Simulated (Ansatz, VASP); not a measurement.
# Two plane-wave programs on MgO

Contents of INCAR:

```
SYSTEM = MgO
  PREC = Accurate
  ENCUT = 600
  EDIFF = 1E-6
  ISMEAR = -1
  SIGMA = 0.05
  LREAL = .False.
  LASPH = .True.
  NELM = 80
  ALGO = Normal
  ISIF = 3
  LWAVE = .False.
  LCHARG = .False.
  GGA = B5
  ALDAX = 1.0
  AGGAX = 1.0
  AGGAC = 1.0
  ALDAC = 0.0
  IVDW = 12
  VDW_S6 = 1.0
  VDW_S8 = 2.6996
  VDW_A1 = 0.4298
  VDW_A2 = 4.2359
  IBRION = 2
  NSW = 60
  EDIFFG = -0.01
```

Contents of KPOINTS:

```
regular mesh
0
Gamma
  10 10 10
  0 0 0
```

POSCAR

```
MgO
1.0
    0.0000000000      2.3061600000      2.3061600000
    2.3061600000      0.0000000000      2.3061600000
    2.3061600000      2.3061600000      0.0000000000
Mg O
1 1
Direct
    0.5000000000      0.5000000000      0.5000000000
    0.7500000000      0.7500000000      0.7500000000
```

The input input.yaml:

```yaml
crystal:
  lattice:
    - [0.0, 2.30616, 2.30616]
    - [2.30616, 0.0, 2.30616]
    - [2.30616, 2.30616, 0.0]
  atoms:
    - { symbol: Mg, position: [0.5, 0.5, 0.5] }
    - { symbol: O, position: [0.75, 0.75, 0.75] }
hamiltonian:
  xc: blyp
  pseudopotentials: { kind: paw }
  dispersion: d3bj
kpoints:
  mp_grid: { grid: [10, 10, 10] }
scf:
  occupations: { method: fermi_dirac, width: 0.05 }
output:
  forces: true
  stress: true
  eigenvalues: true
  write_density: true
  write_potential: true
  elf: true
  volumetric_format: npy
relax:
  f_tol: 0.01
  max_steps: 40
  cell: { stress_tol: 0.05 }
```

Alike in both runs: task relaxation of cell and atoms; functional BLYP; dispersion D3(BJ); k mesh 10 × 10 × 10; occupations fermi-dirac, width 0.05 eV; no spin polarisation.

|  | VASP | Ansatz |
| --- | --- | --- |
| version | VASP 6.6.1 | Ansatz 0.2.0 |
| potentials or method | VASP PAW PBE potentials, release 64 (Mg, O) | Ansatz PAW |
| plane-wave cutoff (eV) | 600 | 420 |
| valence electrons in the cell | 8 | 16 |

VASP gave:

- gap on the k mesh at the Fermi level, each at its own relaxed structure (eV): 4.00
- relaxed volume (Å³/atom): 11.70
- relaxed cell length with the largest relative difference (Å): 3.211

Problem. Estimate Ansatz's values.

Solution. gap on the k mesh at the Fermi level, each at its own relaxed structure (eV): 4.01; relaxed volume (Å³/atom): 11.72; relaxed cell length with the largest relative difference (Å): 3.212.

VASP's potentials were made for PBE, not for BLYP. VASP's potentials hold 8 valence electrons a cell and Ansatz's 16, so a difference there can come from the potentials and not from the codes.

Noted on Ansatz's run: the plane-wave basis is chosen anew once the cell has moved, so the energies of steps on either side of that aren't comparable.
